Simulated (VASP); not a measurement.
# Si8O17 (a cell with a defect) in VASP: a series of runs, part 2 of 2

VASP 6.6.1. The steps go on from the part before.

## Step 3: Single point, PBE, collinear spin

The input, INCAR:

```
  ALGO = Normal
  EDIFF = 1E-6
  ENCUT = 520
  GGA = PE
  ISIF = 2
  ISMEAR = -1
  ISPIN = 2
  LASPH = True
  LCHARG = True
  LELF = True
  LORBIT = 11
  LREAL = Auto
  LVHAR = True
  LWAVE = False
  MAGMOM = 0 0 0 0 0 0 0 0 0 0 0 0 0 0 0 0 0 0 0 0 0 0 0 0 1.75
  NBANDS = 89
  NELM = 150
  PREC = Accurate
  SIGMA = 0.05
```

The input, KPOINTS:

```
k-points
0
Gamma
  1 1 2
```

The input, POSCAR:

```
Si8O17
1.0
   -6.8513000000      0.0000000000      0.0000000000
    0.0000000000     -7.3761000000      0.0000000000
   -1.3854290000      0.0000000000      6.5638830000
Si O
8 17
Direct
    0.4908052792      0.5102289828      0.2494864701
    0.5067666855      0.4882119277      0.7689960348
    0.1840065333      0.6383590244      0.5664787139
    0.8153988333      0.6261981264      0.4244591197
    0.9994517937     -0.0019929231      0.2331089692
    0.0078141365      0.0216374507      0.7600988622
    0.6946156405      0.1130272095      0.5607503973
    0.3002940050      0.1474085221      0.4247028779
   -0.0124690873      0.5360556392      0.5184888274
   -0.0351720855      0.0309242011     -0.0042048281
    0.8927809860      0.7986198669      0.2913824028
    0.1208643409      0.8370412549      0.6598837913
    0.8691867599      0.1581865756      0.3708170910
    0.1234519497      0.1884329117      0.6385701878
    0.2842627888      0.4895134285      0.7139523968
    0.7205691654      0.4912894348      0.2621314243
    0.4851495498      0.0425428072      0.4791980601
    0.4742868828      0.5463591871      0.0021785885
    0.3393805147      0.3264733396      0.3097252038
    0.6340108991      0.3054459674      0.7072185778
    0.3733713191      0.6727132224      0.3815576847
    0.6209811486      0.6439717466      0.6132193398
    0.7829321609      0.9902116295      0.7104636082
    0.2159821002      0.9985358116      0.2676007479
    0.9189105783      0.4727566058      0.9212077668
```

Potentials or basis: VASP PAW PBE potentials, release 64 (Si, O).

Command:

```sh
cat potpaw_PBE.64/Si/POTCAR potpaw_PBE.64/O/POTCAR > POTCAR
mpirun -np 1 vasp_std > vasp.out
```

OUTCAR:

```text
EDIFF = 1E-6
   ENCUT = 520
   GGA = PE
   ISIF = 2
   ISMEAR = -1
   ISPIN = 2
   LASPH = True
   LORBIT = 11
   LREAL = Auto
   NELM = 150
   PREC = Accurate

 ion  position               nearest neighbor table
   1  0.491  0.510  0.249-  16 1.60  21 1.60  19 1.70  18 1.71   3 2.83   4 2.85   8 3.10
   2  0.507  0.488  0.769-  18 1.59  20 1.61  22 1.64  15 1.64   4 2.97   3 3.03
   3  0.184  0.638  0.566-  12 1.62  21 1.62   9 1.63  15 1.71   1 2.83   4 2.88   2 3.03
   4  0.815  0.626  0.424-  11 1.58   9 1.59  22 1.64  16 1.70   1 2.85   3 2.88   2 2.97
   5  0.999  0.998  0.233-  24 1.55  13 1.64  11 1.65  10 1.68   7 2.83   8 2.87
[... 610 lines left out ...]
     -6.17460     -4.61890      2.78610         2.144061      1.170268      0.363659
     -7.17050     -7.36140      1.53010         3.682245      0.284165     -2.159729
     -1.10660     -0.15960      4.98920         1.099508      1.939768     -1.142652
[... 17 lines left out ...]
     -1.85050     -7.36530      1.75650        -2.459598     -1.128625      0.620530
     -7.57200     -3.48710      6.04670        -0.138104      0.051538     -0.097208
 -----------------------------------------------------------------------------------
    total drift:                                0.001587      0.006212     -0.004597

  FREE ENERGIE OF THE ION-ELECTRON SYSTEM (eV)
  ---------------------------------------------------
  free  energy   TOTEN  =      -187.1804166092 eV

  energy  without entropy=     -187.1803953183  energy(sigma->0) =     -187.18040596

 total charge

# of ion       s       p       d       tot
------------------------------------------
    1        0.641   0.952   0.000   1.593
    2        0.646   1.000   0.000   1.647
    3        0.638   0.960   0.000   1.598
    4        0.650   1.000   0.000   1.650
    5        0.648   0.993   0.000   1.641
    6        0.656   1.030   0.000   1.686
[... 17 lines left out ...]
   24        1.562   3.675   0.000   5.236
   25        1.623   2.970   0.000   4.593
--------------------------------------------------
tot         31.681  69.665   0.000 101.345

 magnetization (x)

# of ion       s       p       d       tot
------------------------------------------
    1        0.000   0.001   0.000   0.001
    2        0.000  -0.000   0.000   0.000
    3       -0.000  -0.001   0.000  -0.001
    4        0.000   0.000   0.000   0.000
    5       -0.000  -0.000   0.000  -0.000
    6       -0.000   0.000   0.000   0.000
[... 17 lines left out ...]
   24        0.000   0.000   0.000   0.000
   25        0.017   1.443   0.000   1.460
--------------------------------------------------
tot          0.028   1.586   0.000   1.614
```

Run time: 2.9 min. Hardware: 1 thread of AMD EPYC 9R45 (Zen 5), shared host; peak memory 0.47 GiB.

Results:

```
Free energy                                           : -187.1804 eV
Pressure                                              : 5.1 GPa
Largest force                                         : 4.913 eV/Å
Band gap on the k mesh                                : 1.08 eV
Net moment                                            : 2.00 μB per cell
Site moments                                          : Si +0.00, -0.00 (each value once); O +0.02, -0.00, +0.00, +0.04, +0.05, +0.01, +1.46 (each value once) μB
Valence electrons inside the program's atomic spheres : Si 1.59, 1.65, 1.60, 1.64, 1.69, 1.62, 1.67 (each value once); O 5.24, 5.26, 5.25, 5.20, 5.18, 5.19, 5.21, 5.27, 5.23, 4.59 (each value once)
```

Forces on the atoms (eV/Å):
```
Si   2.499  0.927 -3.225
Si   0.465 -0.717 -0.634
Si  -1.155  0.873  2.257
Si   2.144  1.170  0.364
Si   3.682  0.284 -2.160
Si   1.100  1.940 -1.143
Si   3.587 -2.684  1.032
Si   2.051  3.047  1.742
O   -1.257  0.187 -0.462
O   -1.474 -0.046  3.505
O   -0.351 -1.488 -0.332
O   -0.470  0.482  0.573
O   -0.260  0.251 -1.443
O   -1.159  0.368 -1.483
O    1.033 -1.182 -0.350
O   -0.832 -0.286  0.761
O   -3.329 -0.358  1.173
O   -1.006  0.233  2.472
O   -1.909 -3.976 -2.164
O    0.346  1.818 -1.030
O    0.610 -0.204 -1.001
O   -1.188 -0.713  0.097
O   -0.530  1.151  0.927
O   -2.460 -1.129  0.621
O   -0.138  0.052 -0.097
```

Levels at points of the mesh, in eV from the valence-band top:
Spin up:
| k point | band 64 | band 65 | band 66 | band 67 | band 68 | band 69 | band 70 | band 71 | band 72 | band 73 |
| --- | --- | --- | --- | --- | --- | --- | --- | --- | --- | --- |
| (0.00, 0.00, 0.00) | -1.33 | -1.25 | -1.18 | -1.01 | -0.94 | 4.43 | 6.78 | 7.09 | 7.27 | 7.57 |
| (0.00, 0.00, 0.50) | -1.43 | -1.22 | -1.14 | -0.96 | -0.89 | 5.41 | 6.10 | 7.06 | 7.24 | 7.34 |
Spin down:
```tsv
k point	band 63	band 64	band 65	band 66	band 67	band 68	band 69	band 70
(0.00, 0.00, 0.00)	-1.24	-1.12	-0.95	0.00	1.10	1.39	4.45	6.79
(0.00, 0.00, 0.50)	-1.21	-1.11	-0.98	-0.01	1.08	1.38	5.47	6.13
```

Caveat: the k points lie up to 0.94 Å⁻¹ apart, too coarse for converged energies, forces and pressures.
